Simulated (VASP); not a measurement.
Set up this calculation in VASP 6.6.1, as the native input.

| Quantity | Value |
| --- | --- |
| Task | single point |
| Functional | RPBE |
| Potentials or basis | VASP PAW PBE potentials, release 64 (Pt) |
| Cutoff | 520 eV |
| k mesh | 14 × 14 × 10 |
| Occupations | fermi-dirac, width 0.1 eV |
| Spin | no spin polarisation |
| Dipole correction | no |
| Further INCAR settings | ALGO = Normal; EDIFF = 1e-06; NBANDS = 17 |

The structure of Pt lies in POSCAR:

```
Pt
1.0
   -2.1282943188      2.4813243172      1.3300247845
    2.4813243172     -2.1282943188      1.3300247845
    2.5743648833      2.5743648833     -0.6834496959
Pt
2
Direct
    0.0159211942      0.9840788058      0.0000000000
    0.7340788058      0.2659211942      0.5000000000
```

These files were run (other wordings do the same):

INCAR

```
PREC = Accurate
ENCUT = 520
EDIFF = 1E-6
ISMEAR = -1
SIGMA = 0.1
LREAL = False
LASPH = True
NELM = 100
ALGO = Normal
ISIF = 2
LWAVE = False
LCHARG = True
GGA = RP
LELF = True
LVHAR = True
NBANDS = 17
```

KPOINTS

```
regular mesh
0
Gamma
  14 14 10
```

Potentials or basis: VASP PAW PBE potentials, release 64 (Pt).

Command:

```bash
$ cat potpaw_PBE.64/Pt/POTCAR > POTCAR
$ mpirun -np 1 vasp_std > vasp.out
```

Results of the run:

```yaml
Pressure: 8.5 GPa
Largest_force: 0.024 eV/Å
Band_gap_on_the_k_mesh: zero (bands 10 and 11 overlap by 1.55 eV)
```

Caveat: the cell stands under pressure; the PAW data sets were made with another functional, which shifts forces and pressure a little; spin-orbit coupling is left out, which moves the levels of the heavy elements.

Run time: 2.3 min on 1 thread of AMD EPYC 9R45 96-Core Processor (Zen 5) (shared host), peak memory 0.33 GiB.
